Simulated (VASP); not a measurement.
# Si16O (a cell with a defect) in VASP: single point with LDA

Aim: the single point of Si16O (a cell with a defect) with LDA.

Program: VASP 6.6.1. These are calculated values, not measurements. Logs are shortened: lines on timing, memory, paths and dates and some standing lists are left out, and cuts for length are marked.

**1. The cell of the first run**

The cell holds a defect, 17 atoms: a = 7.679 Å, b = 7.679 Å, c = 7.679 Å, α = 60.00°, β = 60.00°, γ = 60.00°.

**2. Single point, LDA, collinear spin, zero start**

File INCAR:

```
PREC = Accurate
ENCUT = 520
EDIFF = 1E-6
ISMEAR = -1
SIGMA = 0.05
LREAL = Auto
LASPH = True
NELM = 150
ALGO = Normal
ISIF = 2
LWAVE = False
LCHARG = False
ISPIN = 2
MAGMOM = 0 0 0 0 0 0 0 0 0 0 0 0 0 0 0 0 0
LORBIT = 11
NBANDS = 53
```

File KPOINTS:

```
regular mesh
0
Gamma
  2 2 2
```

File POSCAR:

```
Si16O
1.0
    0.0000000000      5.4300000000      5.4300000000
    5.4300000000      0.0000000000      5.4300000000
    5.4300000000      5.4300000000      0.0000000000
Si O
16 1
Direct
   -0.0031622468      0.0019366483      0.0005436464
    0.1093674954      0.1256921731      0.1385350829
   -0.0109398711     -0.0020162983      0.5140584715
    0.1268222836      0.1225395948      0.6260324125
    0.0090898711      0.5016023941     -0.0126373849
    0.1348456722      0.6279178637      0.1089729282
    0.0151232965      0.4965932781      0.4843262431
    0.1290908840      0.6247234807      0.6181439227
    0.4827124309     -0.0278067219      0.0525825967
    0.6220094843      0.1291918048      0.1282897790
    0.5016558932      0.0002304788      0.5038280847
    0.6158029466      0.0837567219      0.6807655617
    0.5081538674      0.5044813076     -0.0462945672
    0.6427513812      0.6160806630      0.0774755064
    0.4930927256      0.4545697053      0.5461441068
    0.6408636280      0.6283144567      0.5830183241
    0.5864093002      0.4299888582      0.3113177716
```

Potentials or basis: VASP PAW LDA potentials, release 64 (Si, O).

Command:

```
$ cat potpaw_LDA.64/Si/POTCAR potpaw_LDA.64/O/POTCAR > POTCAR
$ mpirun -np 1 vasp_std > vasp.out
```

OUTCAR:

```text
PREC = Accurate
   ENCUT = 520
   EDIFF = 1E-6
   ISMEAR = -1
   LREAL = Auto
   LASPH = True
   NELM = 150
   ISIF = 2
   ISPIN = 2
   LORBIT = 11

 ion  position               nearest neighbor table
   1  0.997  0.002  0.001-   6 2.35   4 2.35   2 2.35  10 2.35
   2  0.109  0.126  0.139-   1 2.35   3 2.35   9 2.36   5 2.37
   3  0.989  0.998  0.514-   8 2.34   4 2.35   2 2.35  12 2.36
   4  0.127  0.123  0.626-   7 2.35   1 2.35   3 2.35  11 2.35
   5  0.009  0.502  0.987-  14 2.31   8 2.32   6 2.34   2 2.37
   6  0.135  0.628  0.109-   5 2.34   1 2.35  13 2.35   7 2.35
   7  0.015  0.497  0.484-   4 2.35  16 2.35   6 2.35   8 2.36
   8  0.129  0.625  0.618-  15 2.31   5 2.32   3 2.34   7 2.36
   9  0.483  0.972  0.053-  14 2.32  12 2.33  10 2.36   2 2.36
  10  0.622  0.129  0.128-   1 2.35  11 2.35   9 2.36  13 2.38
  11  0.502  0.000  0.504-   4 2.35  16 2.35  10 2.35  12 2.38
  12  0.616  0.084  0.681-  15 2.33   9 2.33   3 2.36  11 2.38
  13  0.508  0.504  0.954-  14 2.32  16 2.33   6 2.35  10 2.38
  14  0.643  0.616  0.077-  17 1.65   5 2.31   9 2.32  13 2.32  15 2.94
  15  0.493  0.455  0.546-  17 1.65   8 2.31  16 2.32  12 2.33  14 2.94
  16  0.641  0.628  0.583-  15 2.32  13 2.33  11 2.35   7 2.35
  17  0.586  0.430  0.311-  15 1.65  14 1.65

  LATTYP: Found a face centered cubic cell.
 ALAT       =    10.8600000000

  Lattice vectors:

 A1 = (   0.0000000000,   5.4300000000,   5.4300000000)
 A2 = (   5.4300000000,   0.0000000000,   5.4300000000)
 A3 = (   5.4300000000,   5.4300000000,   0.0000000000)

Analysis of symmetry for initial positions (statically):
=====================================================================
 Subroutine PRICEL returns:
 Original cell was already a primitive cell.

 Routine SETGRP: Setting up the symmetry group for a
 face centered cubic supercell.

 Subroutine GETGRP returns: Found  1 space group operations
 (whereof  1 operations were pure point group operations)
 out of a pool of 48 trial point group operations.

The static configuration has the point symmetry C_1 .

Analysis of symmetry for dynamics (positions and initial velocities):
=====================================================================
 Subroutine PRICEL returns:
 Original cell was already a primitive cell.

 Routine SETGRP: Setting up the symmetry group for a
 face centered cubic supercell.

 Subroutine GETGRP returns: Found  1 space group operations
 (whereof  1 operations were pure point group operations)
 out of a pool of 48 trial point group operations.

The dynamic configuration has the point symmetry C_1 .

Analysis of structural, dynamic, and magnetic symmetry:
=====================================================================
 Subroutine PRICEL returns:
 Original cell was already a primitive cell.

 Routine SETGRP: Setting up the symmetry group for a
 face centered cubic supercell.

 Subroutine GETGRP returns: Found  1 space group operations
 (whereof  1 operations were pure point group operations)
 out of a pool of 48 trial point group operations.

The overall configuration has the point symmetry C_1 .

 Subroutine INISYM returns: Found  1 space group operations
 (whereof  1 operations are pure point group operations),
 and found     1 'primitive' translations

----------------------------------------------------------------------------------------

                                     Primitive cell

  volume of cell :     320.2060

  direct lattice vectors                    reciprocal lattice vectors
     0.000000000  5.430000000  5.430000000    -0.092081031  0.092081031  0.092081031
     5.430000000  0.000000000  5.430000000     0.092081031 -0.092081031  0.092081031
     5.430000000  5.430000000  0.000000000     0.092081031  0.092081031 -0.092081031

  length of vectors
     7.679179644  7.679179644  7.679179644     0.159489025  0.159489025  0.159489025

  position of ions in fractional coordinates (direct lattice)
     0.996837753  0.001936648  0.000543646
     0.109367495  0.125692173  0.138535083
     0.989060129  0.997983702  0.514058472
     0.126822284  0.122539595  0.626032413
     0.009089871  0.501602394  0.987362615
     0.134845672  0.627917864  0.108972928
[... 9 lines left out ...]
     0.640863628  0.628314457  0.583018324
     0.586409300  0.429988858  0.311317772

  ion indices of the primitive-cell ions
   primitive index   ion index
                 1           1
                 2           2
                 3           3
[... 54 lines left out ...]
   dimension x,y,z NGX =    60 NGY =   60 NGZ =   60
   dimension x,y,z NGXF=   120 NGYF=  120 NGZF=  120
   ions per type =              16   1
   NGX,Y,Z   is equivalent  to a cutoff of  12.99, 12.99, 12.99 a.u.
   NGXF,Y,Z  is equivalent  to a cutoff of  25.98, 25.98, 25.98 a.u.
 SYSTEM =  unknown system
   PREC   = accura    normal or accurate (medium, high low for compatibility)
   ISTART =      0    job   : 0-new  1-cont  2-samecut
   ICHARG =      2    charge: 1-file 2-atom 10-const
   ISPIN  =      2    spin polarized calculation?
   LNONCOLLINEAR =      F non collinear calculations
   LSORBIT =      F    spin-orbit coupling
   LASPH  =      T    aspherical Exc in radial PAW
   ENCUT  =  520.0 eV  38.22 Ry    6.18 a.u.  14.28 14.28 14.28*2*pi/ulx,y,z
   NELM   =    150;   NELMIN=  2; NELMDL= -5     # of ELM steps
   EDIFF  = 0.1E-05   stopping-criterion for ELM
   LREAL  =      T    real-space projection
   EDIFFG = 0.1E-04   stopping-criterion for IOM
   NSW    =      0    number of steps for IOM
[... 5 lines left out ...]
   TEBEG  =    0.0;   TEEND  =   0.0 temperature during run
   PSTRESS=    0.0 pullay stress
   NELECT =      70.0000    total number of electrons
   NUPDOWN=      -1.0000    fix difference up-down
   EMIN   =  10.00;   EMAX   =-10.00  energy-range for DOS
   EFERMI =   0.00;   METHOD = LEGACY
   ISMEAR =    -1;   SIGMA  =   0.05  broadening in eV -4-tet -1-fermi 0-gaus
   EFERMI_NEDOS =   21; number of points for ismear=-14 and -15
   IALGO  =     38    algorithm
   IMIX   =      4    mixing-type and parameters
     AMIX     =   0.40;   BMIX     =  1.00
     AMIX_MAG =   1.60;   BMIX_MAG =  1.00
  volume/ion in A,a.u.               =      18.84       127.11
  Fermi-wavevector in a.u.,A,eV,Ry     =   0.986199  1.863645 13.232857  0.972588
  Thomas-Fermi vector in A             =   2.117562
   LORBIT       =     11    0 simple, 1 ext, 2 COOP (PROOUT), +10 PAW based schemes
   GGA     = CA    functional components
   LHFCALC =     F    Hartree Fock is set to
   AEXX    =    0.0000 exact exchange contribution
   IVDW    =     0    specifies the selected vdW correction
   LEPSILON=     F    determine dielectric tensor
   LRPA    =     F    only Hartree local field effects (RPA)
 spin polarized calculation
  energy-cutoff  :      520.00
  volume of cell :      320.21
 maximum number of plane-waves:      8646
 NGX is ok and might be reduce to    60
   NGX = 29   NGY = 29   NGZ = 29

 number of electron      70.0000002 magnetization      -0.0000000

 number of electron      70.0000002 magnetization       0.0000000

 Free energy of the ion-electron system (eV)
  ---------------------------------------------------
  ext. energy  EPLUGINS =         0.00000000
  ---------------------------------------------------
  free energy    TOTEN  =      -102.33685601 eV

  energy without entropy =     -102.33386002  energy(sigma->0) =     -102.33535802

 E-fermi :   6.0337     XC(G=0):  -9.7404

 val. band max:        5.8219591691   @ k =   0.0000   0.0000   0.0000
 cond. band min:       6.2218754705   @ k =   0.0000   0.0000   0.0000
 fundamental gap:      0.3999163014
 Fermi energy:         6.0337286546

 spin component 1

 k-point     1 :       0.0000    0.0000    0.0000
  band No.  band energies     occupation
      1     -14.4276      1.00000
      2      -5.8669      1.00000
      3      -4.5588      1.00000
      4      -3.7388      1.00000
      5      -3.7205      1.00000
      6      -3.3683      1.00000
[... 389 lines left out ...]
     46      10.2045      0.00000
     47      10.2757      0.00000
 Fermi energy:         6.0337286546

 spin component 2

 k-point     1 :       0.0000    0.0000    0.0000
  band No.  band energies     occupation
      1     -14.4276      1.00000
      2      -5.8669      1.00000
      3      -4.5588      1.00000
      4      -3.7388      1.00000
      5      -3.7205      1.00000
      6      -3.3683      1.00000
[... 389 lines left out ...]
     46      10.2045      0.00000
     47      10.2757      0.00000
 [bands above 47 left out]

------------------------ aborting loop because EDIFF is reached ----------------------------------------

  FORCE on cell =-STRESS in cart. coord.  units (eV):
  Direction    XX          YY          ZZ          XY          YZ          ZX
  --------------------------------------------------------------------------------------
  -------------------------------------------------------------------------------------
  Total        1.3559446      2.0351045      1.5423972      2.5735467     -2.0370131     -3.0662622
  in kB        6.7845810     10.1828140      7.7175124     12.8769541    -10.1923636    -15.3422970
  external PRESSURE =       8.2283025 kB  Pullay stress =       0.0000000 kB

 VOLUME and BASIS-vectors are now :
 -----------------------------------------------------------------------------
  energy-cutoff  :      520.00
  volume of cell :      320.21
      direct lattice vectors                 reciprocal lattice vectors
     0.000000000  5.430000000  5.430000000    -0.092081031  0.092081031  0.092081031
     5.430000000  0.000000000  5.430000000     0.092081031 -0.092081031  0.092081031
     5.430000000  5.430000000  0.000000000     0.092081031  0.092081031 -0.092081031

 POSITION                                       TOTAL-FORCE (eV/Angst)
 -----------------------------------------------------------------------------------
      0.01347      5.41578      5.42335        -0.000065     -0.000447      0.000131
      1.43475      1.34611      1.27637        -0.001492      0.002184     -0.000110
      8.21039      8.16193     10.78965         0.003149      0.000757      0.000899
      4.06475      4.08800      1.35403        -0.001092      0.003193      0.002711
      8.08508      5.41074      2.77306         0.009478      0.003870     -0.009008
      4.00132      1.32394      4.14181        -0.001971      0.003568      0.002905
[... 9 lines left out ...]
      6.57754      6.64568      6.89164        -0.004769     -0.004377      0.006756
      4.02529      4.87466      5.51904        -0.052445     -0.007457     -0.052319
 -----------------------------------------------------------------------------------
    total drift:                                0.003002      0.001128      0.002284

  FREE ENERGIE OF THE ION-ELECTRON SYSTEM (eV)
  ---------------------------------------------------
  free  energy   TOTEN  =      -102.3368560144 eV

  energy  without entropy=     -102.3338600215  energy(sigma->0) =     -102.33535802

 total charge

# of ion       s       p       d       tot
------------------------------------------
    1        0.745   0.965   0.000   1.710
    2        0.748   0.951   0.000   1.699
    3        0.747   0.956   0.000   1.703
    4        0.745   0.965   0.000   1.710
    5        0.752   0.981   0.000   1.732
    6        0.745   0.961   0.000   1.707
[... 9 lines left out ...]
   16        0.751   0.978   0.000   1.729
   17        1.565   3.600   0.000   5.165
--------------------------------------------------
tot         13.559  18.998   0.000  32.556

 magnetization (x)

# of ion       s       p       d       tot
------------------------------------------
    1        0.000   0.000   0.000   0.000
    2       -0.000  -0.000   0.000  -0.000
    3       -0.000  -0.000   0.000  -0.000
    4       -0.000  -0.000   0.000  -0.000
    5        0.000   0.000   0.000   0.000
    6        0.000   0.000   0.000   0.000
[... 9 lines left out ...]
   16       -0.000  -0.000   0.000  -0.000
   17       -0.000   0.000   0.000  -0.000
--------------------------------------------------
tot         -0.000   0.000   0.000  -0.000
```

Wall time 12 min (1 thread of Intel Xeon 8259CL, shared host); peak memory 0.49 GiB.

What came out:

| Item | Value |
| --- | --- |
| Free energy | -102.3369 eV |
| Pressure | 0.8 GPa |
| Largest force | 0.100 eV/Å |
| Band gap on the k mesh | 0.40 eV |
| Net moment | 0.00 μB per cell |
| Valence electrons inside the program's atomic spheres | Si 1.71, 1.70, 1.73, 1.72, 1.69 (each value once); O 5.17 |

Forces on the atoms (eV/Å):
```
Si   0.000  0.000  0.000
Si  -0.001  0.002  0.000
Si   0.003  0.001  0.001
Si  -0.001  0.003  0.003
Si   0.009  0.004 -0.009
Si  -0.002  0.004  0.003
Si  -0.001  0.004  0.002
Si   0.011  0.002 -0.002
Si  -0.002  0.004  0.001
Si  -0.001 -0.002  0.000
Si   0.000  0.002  0.007
Si  -0.001  0.004 -0.002
Si  -0.008 -0.002  0.001
Si  -0.027 -0.064  0.072
Si   0.078  0.050 -0.032
Si  -0.005 -0.004  0.007
O   -0.052 -0.007 -0.052
```

Stress tensor (GPa, compression positive):
```
 0.68  1.29 -1.53
 1.29  1.02 -1.02
-1.53 -1.02  0.77
```

Caveat: the k points lie up to 0.50 Å⁻¹ apart.
